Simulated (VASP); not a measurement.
Ho2O, 6 atoms in the cell. It takes space group P6_3/mmc (No. 194, hexagonal). Conventional cell: a = 3.750 Å, b = 3.750 Å, c = 11.045 Å, α = 90.00°, β = 90.00°, γ = 120.00°. Ho (site symmetry -6m2) has 3 O at 2.16 Å within 2.9 Å. Ho (site symmetry -3m) has 2 O at 2.76 Å and 6 Ho at 3.51 Å within 3.6 Å. Within 2.9 Å of O (site symmetry -6m2) lie 5 Ho at 2.16 to 2.76 Å. The cell was generated, and may not be a known phase.

- Program: VASP 6.6.1
- Task: single point
- Functional: PBE
- Potentials or basis: VASP PAW PBE potentials, release 64 (Ho_3, O), 4f in core
- Cutoff: 600 eV
- k mesh: 6 × 6 × 2
- Occupations: gaussian, width 0.1 eV
- Spin: no spin polarisation
- Dipole correction: no
- Further INCAR settings: ALGO = Normal; EDIFF = 1e-06; NBANDS = 33

Potentials or basis: VASP PAW PBE potentials, release 64 (Ho_3, O), 4f in core.

Command:

```console
$ cat potpaw_PBE.64/Ho_3/POTCAR potpaw_PBE.64/O/POTCAR > POTCAR
$ mpirun -np 1 vasp_std > vasp.out
```

Hardware: 1 thread of Intel(R) Xeon(R) 6975P-C (Granite Rapids), with other jobs on the host.

Problem. Estimate the wall time of this run.

Solution. Run time: 2.2 min on 1 thread of Intel(R) Xeon(R) 6975P-C (Granite Rapids) (shared host), peak memory 0.29 GiB. Counts: scf iterations 14, k points 14.
